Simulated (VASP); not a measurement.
Runs of VASP 6.6.1 on Re. The structure is that of space group Fm-3m (No. 225), or close to it. The cells are those of the table. 

```tsv
task	cell	cutoff (eV)	gap on the mesh (eV)	pressure (GPa)
single point	a = 2.740 Å, angles 60.0°, 1 atom	520	none	-3.7
single point	a = 2.727 Å, angles 60.0°, 1 atom	520	none	(a)
relaxation of cell and atoms	relaxed from a = 2.727 Å, angles 60.0°, 1 atom	600	none	0.0
single point	a = 2.713 Å, angles 60.0°, 1 atom	520	none	9.0
```

Alike in all rows: level LDA; potentials or basis VASP PAW LDA potentials, release 64 (Re); no spin polarisation; k mesh 11 × 11 × 11; smearing methfessel-paxton 0.1 eV.

Problem. Estimate the missing entries.

Solution. (a) 2.4.

Caveats: spin-orbit coupling is left out, which moves the levels of the heavy elements.

A k mesh can miss the band edges, and the runs leave out spin-orbit coupling on Re.

A gap of «none» marks levels without a gap at the run's occupations.
